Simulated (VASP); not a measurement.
# AlN (P6_3mc) in VASP: further runs, part 3 of 3

VASP 6.6.1.

### Step 4. Electric field gradients, PBEsol (equal xx and yy strain of +2 %)

The input, INCAR:

```
PREC     = Accurate       # precision mode
ENCUT    = 520            # plane-wave cutoff, eV
EDIFF    = 1E-8           # SCF threshold, eV
ISMEAR   = -1             # smearing method
SIGMA    = 0.02           # smearing width, eV
LREAL    = False          # projectors in reciprocal space
LASPH    = True           # aspherical terms in the spheres
NELM     = 120            # most SCF steps
ALGO     = Normal         # electronic algorithm
ISIF     = 2              # what is computed and relaxed
LWAVE    = False          # write WAVECAR
LCHARG   = False          # write CHGCAR
GGA      = PS             # functional
LEFG     = True         
NBANDS   = 16             # bands
GGA_COMPAT= False
```

The input, KPOINTS:

```
Automatic mesh
0
Gamma
  11 11 6
```

The input, POSCAR:

```
AlN
1.0
    3.1732221946      0.0000000000      0.0000000000
   -1.5866110973      2.7480910324      0.0000000000
    0.0000000000      0.0000000000      4.9780000000
Al N
2 2
Direct
    0.3333333333      0.6666666667      0.0000000000
    0.6666666667      0.3333333333      0.5000000000
    0.3333333333      0.6666666667      0.3850000000
    0.6666666667      0.3333333333      0.8850000000
```

Potentials or basis: VASP PAW PBE potentials, release 64 (Al, N).

On the command line:

```console
$ cat potpaw_PBE.64/Al/POTCAR potpaw_PBE.64/N/POTCAR > POTCAR
$ mpirun -np 1 vasp_std > vasp.out
```

OUTCAR:

```text
PREC = Accurate
   ENCUT = 520
   EDIFF = 1E-8
   ISMEAR = -1
   LREAL = False
   LASPH = True
   NELM = 120
   ISIF = 2
   GGA = PS

 ion  position               nearest neighbor table
   1  0.333  0.667  0.000-   3 1.92   4 1.92   4 1.92   4 1.92   2 3.09   2 3.09   2 3.09   2 3.09
                             2 3.09   2 3.09
   2  0.667  0.333  0.500-   4 1.92   3 1.92   3 1.92   3 1.92   1 3.09   1 3.09   1 3.09   1 3.09
                             1 3.09   1 3.09
   3  0.333  0.667  0.385-   1 1.92   2 1.92   2 1.92   2 1.92
   4  0.667  0.333  0.885-   2 1.92   1 1.92   1 1.92   1 1.92

  LATTYP: Found a hexagonal cell.
 ALAT       =     3.1732221946
 C/A-ratio  =     1.5687524210

  Lattice vectors:

 A1 = (   3.1732221946,   0.0000000000,   0.0000000000)
 A2 = (  -1.5866110973,   2.7480910324,   0.0000000000)
 A3 = (   0.0000000000,   0.0000000000,   4.9780000000)

Analysis of symmetry for initial positions (statically):
=====================================================================
 Subroutine PRICEL returns:
 Original cell was already a primitive cell.

 Routine SETGRP: Setting up the symmetry group for a
 hexagonal supercell.

 Subroutine GETGRP returns: Found 12 space group operations
 (whereof  6 operations were pure point group operations)
 out of a pool of 24 trial point group operations.

The static configuration has the point symmetry C_3v.
 The point group associated with its full space group is C_6v.

Analysis of symmetry for dynamics (positions and initial velocities):
=====================================================================
 Subroutine PRICEL returns:
 Original cell was already a primitive cell.

 Routine SETGRP: Setting up the symmetry group for a
 hexagonal supercell.

 Subroutine GETGRP returns: Found 12 space group operations
 (whereof  6 operations were pure point group operations)
 out of a pool of 24 trial point group operations.

The dynamic configuration has the point symmetry C_3v.
 The point group associated with its full space group is C_6v.

 Subroutine INISYM returns: Found 12 space group operations
 (whereof  6 operations are pure point group operations),
 and found     1 'primitive' translations

----------------------------------------------------------------------------------------

                                     Primitive cell

  volume of cell :      43.4097

  direct lattice vectors                    reciprocal lattice vectors
     3.173222195  0.000000000  0.000000000     0.315137087  0.181944482  0.000000000
    -1.586611097  2.748091032  0.000000000     0.000000000  0.363888964  0.000000000
     0.000000000  0.000000000  4.978000000     0.000000000  0.000000000  0.200883889

  length of vectors
     3.173222195  3.173222195  4.978000000     0.363888964  0.363888964  0.200883889

  position of ions in fractional coordinates (direct lattice)
     0.333333333  0.666666667  0.000000000
     0.666666667  0.333333333  0.500000000
     0.333333333  0.666666667  0.385000000
     0.666666667  0.333333333  0.885000000

  ion indices of the primitive-cell ions
   primitive index   ion index
                 1           1
[... 88 lines left out ...]
   EMIN   =  10.00;   EMAX   =-10.00  energy-range for DOS
   EFERMI =   0.00;   METHOD = LEGACY
   ISMEAR =    -1;   SIGMA  =   0.02  broadening in eV -4-tet -1-fermi 0-gaus
   EFERMI_NEDOS =   21; number of points for ismear=-14 and -15
   IALGO  =     38    algorithm
   IMIX   =      4    mixing-type and parameters
     AMIX     =   0.40;   BMIX     =  1.00
     AMIX_MAG =   1.60;   BMIX_MAG =  1.00
  volume/ion in A,a.u.               =      10.85        73.24
  Fermi-wavevector in a.u.,A,eV,Ry     =   1.173778  2.218119 18.745495  1.377755
  Thomas-Fermi vector in A             =   2.310186
   LORBIT       =      0    0 simple, 1 ext, 2 COOP (PROOUT), +10 PAW based schemes
   GGA     = PS    functional components
   LHFCALC =     F    Hartree Fock is set to
   AEXX    =    0.0000 exact exchange contribution
   IVDW    =     0    specifies the selected vdW correction
   LEPSILON=     F    determine dielectric tensor
   LRPA    =     F    only Hartree local field effects (RPA)
 non-spin polarized calculation
  energy-cutoff  :      520.00
  volume of cell :       43.41
 maximum number of plane-waves:      1190
 NGX is ok and might be reduce to    24
   NGX = 11   NGY = 11   NGZ = 19

 number of electron      16.0000002 magnetization

 Free energy of the ion-electron system (eV)
  ---------------------------------------------------
  ext. energy  EPLUGINS =         0.00000000
  ---------------------------------------------------
  free energy    TOTEN  =       -31.26678412 eV

  energy without entropy =      -31.26678412  energy(sigma->0) =      -31.26678412

 E-fermi :   6.1610     XC(G=0): -10.9396

 val. band max:        5.8102941525   @ k =   0.0000   0.0000   0.0000
 cond. band min:       9.5105980391   @ k =   0.0000   0.0000   0.0000
 fundamental gap:      3.7003038866
 Fermi energy:         6.1610081040

 k-point     1 :       0.0000    0.0000    0.0000
  band No.  band energies     occupation
      1      -9.2400      2.00000
      2      -7.0909      2.00000
      3      -0.1116      2.00000
      4       4.7496      2.00000
      5       4.7496      2.00000
      6       5.4520      2.00000
[... 433 lines left out ...]
      3       0.8603      2.00000
      4       2.6788      2.00000
      5       3.0786      2.00000
      6       4.1350      2.00000
[... 8 lines left out ...]
     15      17.6521      0.00000
     16      18.6685      0.00000

 [... further k-points ...]
[... 5 lines left out ...]
  --------------------------------------------------------------------------------------
  -------------------------------------------------------------------------------------
  Total       -2.4660093     -2.4660093     -0.8803715      0.0000000      0.0000000     -0.0000000
  in kB      -91.0162213    -91.0162213    -32.4930201      0.0000000      0.0000000     -0.0000000
  external PRESSURE =     -71.5084876 kB  Pullay stress =       0.0000000 kB

 VOLUME and BASIS-vectors are now :
 -----------------------------------------------------------------------------
  energy-cutoff  :      520.00
  volume of cell :       43.41
      direct lattice vectors                 reciprocal lattice vectors
     3.173222195  0.000000000  0.000000000     0.315137087  0.181944482  0.000000000
    -1.586611097  2.748091032  0.000000000     0.000000000  0.363888964  0.000000000
     0.000000000  0.000000000  4.978000000     0.000000000  0.000000000  0.200883889

 POSITION                                       TOTAL-FORCE (eV/Angst)
 -----------------------------------------------------------------------------------
     -0.00000      1.83206      0.00000        -0.000000     -0.000000     -0.021782
      1.58661      0.91603      2.48900         0.000000     -0.000000     -0.021782
     -0.00000      1.83206      1.91653        -0.000000     -0.000000      0.021782
      1.58661      0.91603      4.40553         0.000000      0.000000      0.021782
 -----------------------------------------------------------------------------------
    total drift:                               -0.000000      0.000000     -0.000330

  FREE ENERGIE OF THE ION-ELECTRON SYSTEM (eV)
  ---------------------------------------------------
  free  energy   TOTEN  =       -31.2667841159 eV

  energy  without entropy=      -31.2667841159  energy(sigma->0) =      -31.26678412

 Electric field gradients (V/A^2)
---------------------------------------------------------------------
 ion       V_xx      V_yy      V_zz      V_xy      V_xz      V_yz
---------------------------------------------------------------------
   1      -1.812    -1.812     3.624     0.000     0.000    -0.000
   2      -1.812    -1.812     3.624     0.000    -0.000     0.000
   3       1.701     1.700    -3.400    -0.001     0.000    -0.000
   4       1.701     1.700    -3.400    -0.001    -0.000     0.000
---------------------------------------------------------------------

 Electric field gradients after diagonalization (V/A^2)
 (convention: |V_zz| > |V_xx| > |V_yy|)
----------------------------------------------------------------------
 ion       V_xx      V_yy      V_zz     asymmetry (V_yy - V_xx)/ V_zz
----------------------------------------------------------------------
   1      -1.812    -1.812     3.624       0.000
   2      -1.812    -1.812     3.624       0.000
   3       1.701     1.699    -3.400       0.001
   4       1.701     1.699    -3.400       0.001
----------------------------------------------------------------------

           NMR quadrupolar parameters

 Cq : quadrupolar parameter    Cq=e*Q*V_zz/h
 eta: asymmetry parameters     (V_yy - V_xx)/ V_zz
 Q  : nuclear electric quadrupole moment in mb (millibarn)
----------------------------------------------------------------------
 ion       Cq(MHz)       eta       Q (mb)
----------------------------------------------------------------------
   1       0.009       0.000       1.000
   2       0.009       0.000       1.000
   3      -0.008       0.001       1.000
   4      -0.008       0.001       1.000
----------------------------------------------------------------------
```

Run time: 29 s. Hardware: 1 thread of Intel Xeon 8259CL, shared host; peak memory 0.18 GiB.

What came out:

| Property | Result |
| --- | --- |
| Free energy | -31.2668 eV |
| Pressure | -7.2 GPa |
| Largest force | 0.022 eV/Å |
| Band gap on the k mesh | 3.70 eV |
| Largest electric field gradient by atom | Al +3.6; N -3.4 V/Å² |

Forces on the atoms (eV/Å):
```
Al   0.000  0.000 -0.022
Al   0.000  0.000 -0.022
N    0.000  0.000  0.022
N    0.000  0.000  0.022
```

Stress tensor (GPa, compression positive):
```
-9.10  0.00  0.00
 0.00 -9.10  0.00
 0.00  0.00 -3.25
```

Electric field gradients, principal values (V/Å²):
```csv
atom,least,middle,greatest (by size)
1 Al,-1.812,-1.812,3.624
2 Al,-1.812,-1.812,3.624
3 N,1.699,1.701,-3.400
4 N,1.699,1.701,-3.400
```

Caveat: the cell differs from its parent crystal (equal xx and yy strain of +2 %); the stress differs along the axes, from -9 to -3 GPa; without QUAD_EFG the Cq values of the log hold for a quadrupole moment of 1 mb, not for the nuclei; the PAW data sets were made with another functional, which shifts forces and pressure a little.

### Step 5. Electric field gradients, PBEsol (equal xx and yy strain of +2 %)

The input, INCAR:

```
SYSTEM = AlN
PREC = Accurate ; ENCUT = 520
EDIFF = 1E-8 ; ISMEAR = -1
SIGMA = 0.02 ; LREAL = .False.
LASPH = .True. ; NELM = 120
ALGO = Normal ; ISIF = 2
LWAVE = .False. ; LCHARG = .False.
GGA = PS ; LEFG = .True.
NBANDS = 16 ; GGA_COMPAT = .False.
```

The input, KPOINTS:

```
Automatic mesh
0
Gamma
  11 11 6
  0 0 0
```

POSCAR is that of step 4.

Potentials or basis: VASP PAW PBE potentials, release 64 (Al, N).

On the command line:

```console
$ cat potpaw_PBE.64/Al/POTCAR potpaw_PBE.64/N/POTCAR > POTCAR
$ mpirun -np 1 vasp_std > vasp.out
```

OUTCAR:

```text
SYSTEM = AlN
   PREC = Accurate
   ENCUT = 520
   EDIFF = 1E-8
   ISMEAR = -1
   LREAL = .False.
   LASPH = .True.
   NELM = 120
   ISIF = 2
   GGA = PS

 ion  position               nearest neighbor table
   1  0.333  0.667  0.000-   3 1.92   4 1.92   4 1.92   4 1.92   2 3.09   2 3.09   2 3.09   2 3.09
                             2 3.09   2 3.09
   2  0.667  0.333  0.500-   4 1.92   3 1.92   3 1.92   3 1.92   1 3.09   1 3.09   1 3.09   1 3.09
                             1 3.09   1 3.09
   3  0.333  0.667  0.385-   1 1.92   2 1.92   2 1.92   2 1.92
   4  0.667  0.333  0.885-   2 1.92   1 1.92   1 1.92   1 1.92

  LATTYP: Found a hexagonal cell.
 ALAT       =     3.1732221946
 C/A-ratio  =     1.5687524210

  Lattice vectors:

 A1 = (   3.1732221946,   0.0000000000,   0.0000000000)
 A2 = (  -1.5866110973,   2.7480910324,   0.0000000000)
 A3 = (   0.0000000000,   0.0000000000,   4.9780000000)

Analysis of symmetry for initial positions (statically):
=====================================================================
 Subroutine PRICEL returns:
[... 664 lines left out ...]
      1.58661      0.91603      2.48900         0.000000     -0.000000     -0.021782
     -0.00000      1.83206      1.91653        -0.000000     -0.000000      0.021782
      1.58661      0.91603      4.40553         0.000000      0.000000      0.021782
 -----------------------------------------------------------------------------------
    total drift:                               -0.000000      0.000000     -0.000330

  FREE ENERGIE OF THE ION-ELECTRON SYSTEM (eV)
  ---------------------------------------------------
  free  energy   TOTEN  =       -31.2667841159 eV

  energy  without entropy=      -31.2667841159  energy(sigma->0) =      -31.26678412

 Electric field gradients (V/A^2)
---------------------------------------------------------------------
 ion       V_xx      V_yy      V_zz      V_xy      V_xz      V_yz
---------------------------------------------------------------------
   1      -1.812    -1.812     3.624     0.000     0.000    -0.000
   2      -1.812    -1.812     3.624     0.000    -0.000     0.000
   3       1.701     1.700    -3.400    -0.001     0.000    -0.000
   4       1.701     1.700    -3.400    -0.001    -0.000     0.000
---------------------------------------------------------------------

 Electric field gradients after diagonalization (V/A^2)
 (convention: |V_zz| > |V_xx| > |V_yy|)
----------------------------------------------------------------------
 ion       V_xx      V_yy      V_zz     asymmetry (V_yy - V_xx)/ V_zz
----------------------------------------------------------------------
   1      -1.812    -1.812     3.624       0.000
   2      -1.812    -1.812     3.624       0.000
   3       1.701     1.699    -3.400       0.001
   4       1.701     1.699    -3.400       0.001
----------------------------------------------------------------------

           NMR quadrupolar parameters

 Cq : quadrupolar parameter    Cq=e*Q*V_zz/h
 eta: asymmetry parameters     (V_yy - V_xx)/ V_zz
 Q  : nuclear electric quadrupole moment in mb (millibarn)
----------------------------------------------------------------------
 ion       Cq(MHz)       eta       Q (mb)
----------------------------------------------------------------------
   1       0.009       0.000       1.000
   2       0.009       0.000       1.000
   3      -0.008       0.001       1.000
   4      -0.008       0.001       1.000
----------------------------------------------------------------------
```

stdout:

```text
POSCAR found type information on POSCAR AlN
 POSCAR found :  2 types and       4 ions
 scaLAPACK will be used
 -----------------------------------------------------------------------------
|                                                                             |
|                                                                             |
|     You enforced a specific xc type in the INCAR file but a different       |
|     I HOPE YOU KNOW WHAT YOU ARE DOING!                                     |
|                                                                             |
 -----------------------------------------------------------------------------

 LDA part: xc-table for (Slater+PW92), standard interpolation
 POSCAR, INCAR and KPOINTS ok, starting setup
 FFT: planning ... GRIDC
 FFT: planning ... GRID_SOFT
 FFT: planning ... GRID
 WAVECAR not read
 entering main loop
ion   1

ion   2

ion   3

ion   4
```

Wall time 30 s (1 thread of Intel Xeon 8259CL, shared host); peak memory 0.18 GiB.

Results:

* Free energy: -31.2668 eV
* Pressure: -7.2 GPa
* Largest force: 0.022 eV/Å
* Band gap on the k mesh: 3.70 eV
* Largest electric field gradient by atom: Al +3.6; N -3.4 V/Å²

Forces on the atoms (eV/Å):
```
Al   0.000  0.000 -0.022
Al   0.000  0.000 -0.022
N    0.000  0.000  0.022
N    0.000  0.000  0.022
```

Stress tensor (GPa, compression positive):
```
-9.10  0.00  0.00
 0.00 -9.10  0.00
 0.00  0.00 -3.25
```

Electric field gradients, principal values (V/Å²):
```csv
atom,least,middle,greatest (by size)
1 Al,-1.812,-1.812,3.624
2 Al,-1.812,-1.812,3.624
3 N,1.699,1.701,-3.400
4 N,1.699,1.701,-3.400
```

Caveat: the cell differs from its parent crystal (equal xx and yy strain of +2 %); the stress differs along the axes, from -9 to -3 GPa; without QUAD_EFG the Cq values of the log hold for a quadrupole moment of 1 mb, not for the nuclei; the PAW data sets were made with another functional, which shifts forces and pressure a little.

### Step 6. The runs side by side

| cell | gap on the mesh (eV) | pressure (GPa) | largest force (eV/Å) |
| --- | --- | --- | --- |
| a = 3.111, b = 3.111, c = 4.878 Å, angles 90.0, 90.0, 120.0°, 4 atoms | 4.21 | 4.6 | 0.10 |
| a = 3.111, b = 3.111, c = 5.028 Å, angles 90.0, 90.0, 120.0°, 4 atoms | 4.03 | -1.3 | 0.28 |
| a = 3.173, b = 3.173, c = 4.978 Å, angles 90.0, 90.0, 120.0°, 4 atoms | 3.70 | -7.2 | 0.02 |

Alike in all rows: task electric field gradients; level PBEsol; potentials or basis VASP PAW PBE potentials, release 64 (Al, N); no spin polarisation; k mesh 11 × 11 × 6; cutoff (eV) 520; smearing fermi-dirac 0.02 eV.

Caveats: the PAW data sets were made with another functional, which shifts forces and pressure a little; the stress differs along the axes, from 3 to 9 GPa (at least some runs); the stress differs along the axes, from -5 to 1 GPa (at least some runs); the stress differs along the axes, from -9 to -3 GPa (at least some runs).

Total energies depend on the potentials used, so only differences within one code and one set of settings carry meaning.
